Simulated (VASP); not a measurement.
Runs of VASP 6.6.1 on MoS2. The structure is that of space group R3m (No. 160), or close to it. The cells are those of the table. 

```csv
cell,gap on the mesh (eV),pressure (GPa),largest force (eV/Å)
"a = 6.565 Å, angles 28.5°, 3 atoms",(d),-4.7,0.66
"a = 6.460 Å, angles 28.5°, 3 atoms",1.24,1.9,(a)
"a = 6.668 Å, angles 28.5°, 3 atoms",1.22,-9.7,(c)
"a = 6.350 Å, angles 28.5°, 3 atoms",1.24,10.5,(b)
"a = 6.237 Å, angles 28.5°, 3 atoms",1.22,21.7,2.02
```

Alike in all rows: task single point; level PBE; potentials or basis VASP PAW PBE potentials, release 64 (Mo_sv, S); no spin polarisation; k mesh 4 × 4 × 4; cutoff (eV) 520; smearing gaussian 0.01 eV.

**Question.** Fill in the values left out.

**Answer.** (a) 0.07; (b) 0.95; (c) 1.26; (d) 1.23.

Caveats: all runs use coarse meshes; forces of over 1 eV/Å act on the atoms, so gaps and moduli don't describe the material at rest (some runs).

A k mesh can miss the band edges, and the runs leave out spin-orbit coupling on Mo.
